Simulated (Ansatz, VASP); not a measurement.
**AlNi: VASP beside Ansatz**

```
Al Ni
1.0
     2.79061    0.00000    0.00000
     0.00000    2.79061    0.00000
     0.00000    0.00000    3.00527
Al Ni
1 1
Direct
  0.00000 0.00000 0.00000
  0.50000 0.50000 0.50000
```

Change from the starting cell: strain -0.025 along x and y, +0.050 along z, atoms carried along.

Alike in both runs: task single point; functional PBEsol; k mesh 20 × 20 × 20; occupations gaussian, width 0.15 eV; no spin polarisation.

```csv
,VASP,Ansatz
version,VASP 6.6.1,Ansatz 0.2.0
potentials or method,"VASP PAW PBE potentials, release 64 (Al, Ni), cutoff 600 eV","scalar-relativistic, plane waves, PAW"
valence electrons in the cell,13,21
```

Ansatz gave:

* gap on the k mesh at the Fermi level (eV): none
* pressure (GPa): 0.6
* traceless stress, the component that is largest in VASP (GPa): -3.04

Q: Estimate VASP's values.

A: gap on the k mesh at the Fermi level (eV): none; pressure (GPa): 0.6; traceless stress, the component that is largest in VASP (GPa): -3.12.

VASP's potentials were made for PBE, not for PBEsol. A gap of «none» marks a metal or a gap that the smearing closes. VASP's potentials hold 13 valence electrons a cell and Ansatz's 21, so a difference there can come from the potentials and not from the codes.
